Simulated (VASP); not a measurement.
# Br (Pm-3m) in VASP: single point with PBEsol

Aim: the single point of Br with PBEsol.

Program: VASP 6.6.1. These are calculated values, not measurements. Logs are shortened: lines on timing, memory, paths and dates and some standing lists are left out, and cuts for length are marked.

### 1 The cell of the first run

The structure is cubic, space group Pm-3m (No. 221). Conventional cell: a = 4.533 Å, b = 4.533 Å, c = 4.533 Å, α = 90.00°, β = 90.00°, γ = 90.00°.

### 2 Single point, PBEsol

The input, INCAR:

```
SYSTEM = Br
PREC = Accurate ; ENCUT = 500
EDIFF = 1E-6 ; ISMEAR = 0
SIGMA = 0.1 ; LREAL = .False.
LASPH = .True. ; NELM = 120
ALGO = Normal ; ISIF = 2
LWAVE = .False. ; LCHARG = .False.
GGA = PS ; NBANDS = 10
GGA_COMPAT = .False.
```

The input, KPOINTS:

```
regular mesh
0
Gamma
  4 4 4
  0 0 0
```

The input, POSCAR:

```
Br
1.0
    4.5331300000      0.0000000000      0.0000000000
    0.0000000000      4.5331300000      0.0000000000
    0.0000000000      0.0000000000      4.5331300000
Br
1
Direct
    0.0000000000      0.0000000000      0.0000000000
```

Potentials or basis: VASP PAW PBE potentials, release 64 (Br).

On the command line:

```bash
cat potpaw_PBE.64/Br/POTCAR > POTCAR
mpirun -np 1 vasp_std > vasp.out
```

OUTCAR:

```text
SYSTEM = Br
   PREC = Accurate
   ENCUT = 500
   EDIFF = 1E-6
   ISMEAR = 0
   LREAL = .False.
   LASPH = .True.
   NELM = 120
   ISIF = 2
   GGA = PS

 ion  position               nearest neighbor table
   1  0.000  0.000  0.000-

  LATTYP: Found a simple cubic cell.
 ALAT       =     4.5331300000

  Lattice vectors:

 A1 = (   4.5331300000,   0.0000000000,   0.0000000000)
 A2 = (   0.0000000000,   4.5331300000,   0.0000000000)
 A3 = (   0.0000000000,   0.0000000000,   4.5331300000)

Analysis of symmetry for initial positions (statically):
=====================================================================
 Subroutine PRICEL returns:
 Original cell was already a primitive cell.

 Routine SETGRP: Setting up the symmetry group for a
 simple cubic supercell.

 Subroutine GETGRP returns: Found 48 space group operations
 (whereof 48 operations were pure point group operations)
 out of a pool of 48 trial point group operations.

The static configuration has the point symmetry O_h .

Analysis of symmetry for dynamics (positions and initial velocities):
=====================================================================
 Subroutine PRICEL returns:
 Original cell was already a primitive cell.

 Routine SETGRP: Setting up the symmetry group for a
 simple cubic supercell.

 Subroutine GETGRP returns: Found 48 space group operations
 (whereof 48 operations were pure point group operations)
 out of a pool of 48 trial point group operations.

The dynamic configuration has the point symmetry O_h .

 Subroutine INISYM returns: Found 48 space group operations
 (whereof 48 operations are pure point group operations),
 and found     1 'primitive' translations

----------------------------------------------------------------------------------------

                                     Primitive cell

  volume of cell :      93.1525

  direct lattice vectors                    reciprocal lattice vectors
     4.533130000  0.000000000  0.000000000     0.220598130  0.000000000  0.000000000
     0.000000000  4.533130000  0.000000000     0.000000000  0.220598130  0.000000000
     0.000000000  0.000000000  4.533130000     0.000000000  0.000000000  0.220598130

  length of vectors
     4.533130000  4.533130000  4.533130000     0.220598130  0.220598130  0.220598130

  position of ions in fractional coordinates (direct lattice)
     0.000000000  0.000000000  0.000000000

  ion indices of the primitive-cell ions
   primitive index   ion index
                 1           1

----------------------------------------------------------------------------------------

 KPOINTS: regular mesh

Automatic generation of k-mesh.
 Grid dimensions read from file:
 generate k-points for:    4    4    4

 Generating k-lattice:

  Cartesian coordinates                     Fractional coordinates (reciprocal lattice)
     0.055149532  0.000000000  0.000000000     0.250000000  0.000000000  0.000000000
     0.000000000  0.055149532  0.000000000     0.000000000  0.250000000  0.000000000
     0.000000000  0.000000000  0.055149532     0.000000000  0.000000000  0.250000000

  Length of vectors
     0.055149532  0.055149532  0.055149532

  Shift w.r.t. Gamma in fractional coordinates (k-lattice)
     0.000000000  0.000000000  0.000000000

 Subroutine IBZKPT returns following result:
 ===========================================

 Found     10 irreducible k-points:

 Following reciprocal coordinates:
            Coordinates               Weight
  0.000000  0.000000  0.000000      1.000000
  0.250000  0.000000  0.000000      6.000000
  0.500000  0.000000  0.000000      3.000000
  0.250000  0.250000  0.000000     12.000000
  0.500000  0.250000  0.000000     12.000000
  0.500000  0.500000  0.000000      3.000000
  0.250000  0.250000  0.250000      8.000000
  0.500000  0.250000  0.250000     12.000000
  0.500000  0.500000  0.250000      6.000000
  0.500000  0.500000  0.500000      1.000000
   k-points           NKPTS =     10   k-points in BZ     NKDIM =     10   number of bands    NBANDS=     10
   number of dos      NEDOS =    301   number of ions     NIONS =      1
   total plane-waves  NPLWV =  46656
   dimension x,y,z NGX =    36 NGY =   36 NGZ =   36
   dimension x,y,z NGXF=    72 NGYF=   72 NGZF=   72
   ions per type =               1
   NGX,Y,Z   is equivalent  to a cutoff of  13.20, 13.20, 13.20 a.u.
   NGXF,Y,Z  is equivalent  to a cutoff of  26.40, 26.40, 26.40 a.u.
 SYSTEM =  Br
   PREC   = accura    normal or accurate (medium, high low for compatibility)
   ISTART =      0    job   : 0-new  1-cont  2-samecut
   ICHARG =      2    charge: 1-file 2-atom 10-const
   ISPIN  =      1    spin polarized calculation?
   LNONCOLLINEAR =      F non collinear calculations
   LSORBIT =      F    spin-orbit coupling
   LASPH  =      T    aspherical Exc in radial PAW
   ENCUT  =  500.0 eV  36.75 Ry    6.06 a.u.   8.26  8.26  8.26*2*pi/ulx,y,z
   NELM   =    120;   NELMIN=  2; NELMDL= -5     # of ELM steps
   EDIFF  = 0.1E-05   stopping-criterion for ELM
   LREAL  =      F    real-space projection
   EDIFFG = 0.1E-04   stopping-criterion for IOM
   NSW    =      0    number of steps for IOM
   IBRION =     -1    ionic relax: 0-MD 1-quasi-New 2-CG
   NFREE  =      0    steps in history (QN), initial steepest desc. (CG)
   ISIF   =      2    stress and relaxation
   ISYM   =      2    0-nonsym 1-usesym 2-fastsym
   POTIM  = 0.5000    time-step for ionic-motion
   TEBEG  =    0.0;   TEEND  =   0.0 temperature during run
   PSTRESS=    0.0 pullay stress
   NELECT =       7.0000    total number of electrons
   NUPDOWN=      -1.0000    fix difference up-down
   EMIN   =  10.00;   EMAX   =-10.00  energy-range for DOS
   EFERMI =   0.00;   METHOD = LEGACY
   ISMEAR =     0;   SIGMA  =   0.10  broadening in eV -4-tet -1-fermi 0-gaus
   EFERMI_NEDOS =   21; number of points for ismear=-14 and -15
   IALGO  =     38    algorithm
   IMIX   =      4    mixing-type and parameters
     AMIX     =   0.40;   BMIX     =  1.00
     AMIX_MAG =   1.60;   BMIX_MAG =  1.00
  volume/ion in A,a.u.               =      93.15       628.62
  Fermi-wavevector in a.u.,A,eV,Ry     =   0.690838  1.305494  6.493471  0.477257
  Thomas-Fermi vector in A             =   1.772319
   LORBIT       =      0    0 simple, 1 ext, 2 COOP (PROOUT), +10 PAW based schemes
   GGA     = PS    functional components
   LHFCALC =     F    Hartree Fock is set to
   AEXX    =    0.0000 exact exchange contribution
   IVDW    =     0    specifies the selected vdW correction
   LEPSILON=     F    determine dielectric tensor
   LRPA    =     F    only Hartree local field effects (RPA)
 non-spin polarized calculation
 Gauss-broadening in eV      SIGMA  =   0.10
  energy-cutoff  :      500.00
  volume of cell :       93.15
 maximum number of plane-waves:      2392
 NGX is ok and might be reduce to    36
   NGX = 17   NGY = 17   NGZ = 17

 number of electron       6.9999998 magnetization

 Free energy of the ion-electron system (eV)
  ---------------------------------------------------
  ext. energy  EPLUGINS =         0.00000000
  ---------------------------------------------------
  free energy    TOTEN  =        -0.33022398 eV

  energy without entropy =       -0.29254918  energy(sigma->0) =       -0.31138658

 E-fermi :  -5.4975     XC(G=0):  -4.4228

 val. band max:       -5.5164490247   @ k =   0.0000   0.0000   0.0000
 cond. band min:      -5.4907953200   @ k =   0.2500   0.0000   0.0000
 fundamental gap:      0.0256537046
 Fermi energy:        -5.4974782977

 k-point     1 :       0.0000    0.0000    0.0000
  band No.  band energies     occupation
      1     -18.0640      2.00000
      2      -5.5164      1.21152
      3      -5.5164      1.21152
      4      -5.5164      1.21152
      5       0.6009      0.00000
      6       4.4875      0.00000
      7       4.4875      0.00000
      8       8.4703      0.00000
      9       8.4703      0.00000
     10       8.4703      0.00000

 k-point     2 :       0.2500    0.0000    0.0000
  band No.  band energies     occupation
      1     -18.0492      2.00000
      2      -5.8021      1.99998
      3      -5.4908      0.92470
      4      -5.4908      0.92470
      5       1.2620      0.00000
      6       4.3999      0.00000
      7       4.7661      0.00000
      8       7.0657      0.00000
      9       7.0657      0.00000
     10       7.6791      0.00000

 k-point     3 :       0.5000    0.0000    0.0000
  band No.  band energies     occupation
      1     -18.0343      2.00000
      2      -6.0557      2.00000
      3      -5.4648      0.64355
      4      -5.4648      0.64355
      5       2.3962      0.00000
      6       3.2730      0.00000
      7       5.1449      0.00000
      8       6.4319      0.00000
      9       6.4319      0.00000
     10       8.5188      0.00000

 k-point     4 :       0.2500    0.2500    0.0000
  band No.  band energies     occupation
      1     -18.0347      2.00000
      2      -5.7803      1.99994
      3      -5.7475      1.99959
      4      -5.4661      0.65770
      5       1.8730      0.00000
      6       4.3912      0.00000
      7       4.9323      0.00000
      8       5.9653      0.00000
      9       7.1040      0.00000
     10       7.7278      0.00000

 k-point     5 :       0.5000    0.2500    0.0000
  band No.  band energies     occupation
      1     -18.0201      2.00000
      2      -6.0086      2.00000
      3      -5.7250      1.99871
      4      -5.4411      0.42557
      5       3.0941      0.00000
      6       3.1499      0.00000
      7       5.5142      0.00000
      8       5.5390      0.00000
      9       6.6971      0.00000
     10       7.7382      0.00000

 k-point     6 :       0.5000    0.5000    0.0000
  band No.  band energies     occupation
      1     -18.0058      2.00000
      2      -5.9600      2.00000
      3      -5.9600      2.00000
      4      -5.4172      0.25639
      5       2.8473      0.00000
      6       4.2491      0.00000
      7       5.2304      0.00000
      8       5.2304      0.00000
      9       7.0505      0.00000
     10       7.0505      0.00000

 k-point     7 :       0.2500    0.2500    0.2500
  band No.  band energies     occupation
      1     -18.0205      2.00000
      2      -5.7568      1.99976
      3      -5.7138      1.99778
      4      -5.7138      1.99778
      5       2.3973      0.00000
      6       4.8861      0.00000
      7       4.8861      0.00000
      8       5.4625      0.00000
      9       6.4746      0.00000
     10       6.4746      0.00000

 k-point     8 :       0.5000    0.2500    0.2500
  band No.  band energies     occupation
      1     -18.0061      2.00000
      2      -5.9647      2.00000
      3      -5.7041      1.99652
      4      -5.6794      1.98992
      5       3.2228      0.00000
      6       3.8336      0.00000
      7       4.7154      0.00000
      8       6.0942      0.00000
      9       6.2765      0.00000
     10       7.0379      0.00000

 k-point     9 :       0.5000    0.5000    0.2500
  band No.  band energies     occupation
      1     -17.9920      2.00000
      2      -5.9195      2.00000
      3      -5.9195      2.00000
      4      -5.6580      1.97677
      5       3.2282      0.00000
      6       4.4375      0.00000
      7       4.4375      0.00000
      8       5.4744      0.00000
      9       7.2992      0.00000
     10       7.4066      0.00000

 k-point    10 :       0.5000    0.5000    0.5000
  band No.  band energies     occupation
      1     -17.9783      2.00000
      2      -5.8779      2.00000
      3      -5.8779      2.00000
      4      -5.8779      2.00000
      5       3.8871      0.00000
      6       3.8871      0.00000
      7       3.8871      0.00000
      8       5.7681      0.00000
      9       7.6095      0.00000
     10       7.6095      0.00000

------------------------ aborting loop because EDIFF is reached ----------------------------------------

  FORCE on cell =-STRESS in cart. coord.  units (eV):
  Direction    XX          YY          ZZ          XY          YZ          ZX
  --------------------------------------------------------------------------------------
  -------------------------------------------------------------------------------------
  Total       -0.6129301     -0.6129301     -0.6129301      0.0000000      0.0000000      0.0000000
  in kB      -10.5420970    -10.5420970    -10.5420970      0.0000000      0.0000000      0.0000000
  external PRESSURE =     -10.5420970 kB  Pullay stress =       0.0000000 kB

 VOLUME and BASIS-vectors are now :
 -----------------------------------------------------------------------------
  energy-cutoff  :      500.00
  volume of cell :       93.15
      direct lattice vectors                 reciprocal lattice vectors
     4.533130000  0.000000000  0.000000000     0.220598130  0.000000000  0.000000000
     0.000000000  4.533130000  0.000000000     0.000000000  0.220598130  0.000000000
     0.000000000  0.000000000  4.533130000     0.000000000  0.000000000  0.220598130

 POSITION                                       TOTAL-FORCE (eV/Angst)
 -----------------------------------------------------------------------------------
      0.00000      0.00000      0.00000         0.000000      0.000000      0.000000
 -----------------------------------------------------------------------------------
    total drift:                                0.000000     -0.000000     -0.000000

  FREE ENERGIE OF THE ION-ELECTRON SYSTEM (eV)
  ---------------------------------------------------
  free  energy   TOTEN  =        -0.3302239805 eV

  energy  without entropy=       -0.2925491757  energy(sigma->0) =       -0.31138658
```

Wall time 18 s (1 thread of AMD EPYC 7R43 (Zen 3), shared host); peak memory 0.16 GiB.

What came out:

```yaml
Free_energy: -0.3302 eV
Pressure: -1.1 GPa
```

Levels at points of the mesh, in eV from the Fermi level:
```tsv
k point	band 1	band 2	band 3	band 4	band 5	band 6
(0.00, 0.00, 0.00)	-12.57	-0.02	-0.02	-0.02	6.10	9.98
(0.50, 0.00, 0.00)	-12.54	-0.56	0.03	0.03	7.89	8.77
(0.50, 0.50, 0.00)	-12.51	-0.46	-0.46	0.08	8.34	9.75
(0.50, 0.50, 0.50)	-12.48	-0.38	-0.38	-0.38	9.38	9.38
```

Caveat: the PAW data sets were made with another functional, which shifts forces and pressure a little; an odd number of electrons without spin polarisation forces a metal; a magnetic or distorted state may lie lower.
